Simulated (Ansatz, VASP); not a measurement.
**Au in VASP and in Ansatz**

Contents of INCAR:

```
  PREC = Accurate
  ENCUT = 600
  EDIFF = 1E-6
  ISMEAR = -1
  SIGMA = 0.05
  LREAL = F
  LASPH = T
  NELM = 60
  ALGO = Fast
  ISIF = 3
  LWAVE = F
  LCHARG = F
  GGA = PS
  IBRION = 2
  NSW = 60
  EDIFFG = -0.01
```

File KPOINTS:

```
Automatic mesh
0
Gamma
  11 11 6
```

POSCAR

```
Au
1.0
    2.9000000000      0.0000000000      0.0000000000
   -1.4500000000      2.5114736710      0.0000000000
    0.0000000000      0.0000000000      4.8800000000
Au
2
Direct
    0.6666666667      0.3333333333      0.2500000000
    0.3333333333      0.6666666667      0.7500000000
```

File input.yaml:

```yaml
crystal:
  lattice:
    - [2.9, 0.0, 0.0]
    - [-1.45, 2.511473671, 0.0]
    - [0.0, 0.0, 4.88]
  atoms:
    - { symbol: Au, position: [0.6666666667, 0.3333333333, 0.25] }
    - { symbol: Au, position: [0.3333333333, 0.6666666667, 0.75] }
hamiltonian:
  xc: pbesol
  pseudopotentials: { kind: paw }
kpoints:
  mp_grid: { grid: [11, 11, 6] }
scf:
  occupations: { method: fermi_dirac, width: 0.05 }
output:
  forces: true
  stress: true
  eigenvalues: true
relax:
  f_tol: 0.01
  max_steps: 40
  cell: { stress_tol: 0.05 }
```

Alike in both runs: task relaxation of cell and atoms; functional PBEsol; k mesh 11 × 11 × 6; occupations fermi-dirac, width 0.05 eV; no spin polarisation.

|  | VASP | Ansatz |
| --- | --- | --- |
| version | VASP 6.6.1 | Ansatz 0.2.0 |
| potentials or method | VASP PAW PBE potentials, release 64 (Au) | Ansatz PAW |
| plane-wave cutoff (eV) | 600 | 420 |
| valence electrons in the cell | 22 | 38 |

Ansatz gave:

```
gap on the k mesh at the Fermi level, each at its own relaxed structure (eV) : none
relaxed volume (Å³/atom)                                                     : 17.02
relaxed cell length with the largest relative difference (Å)                 : 4.777
```

Q: Estimate VASP's values.

A: gap on the k mesh at the Fermi level, each at its own relaxed structure (eV): none; relaxed volume (Å³/atom): 17.01; relaxed cell length with the largest relative difference (Å): 4.775.

VASP's potentials were made for PBE, not for PBEsol. A gap of «none» marks a metal or a gap that the smearing closes. VASP's potentials hold 22 valence electrons a cell and Ansatz's 38, so a difference there can come from the potentials and not from the codes.

Spin-orbit coupling is off throughout. Noted on Ansatz's run: the plane-wave basis is chosen anew once the cell has moved, so the energies of steps on either side of that aren't comparable.
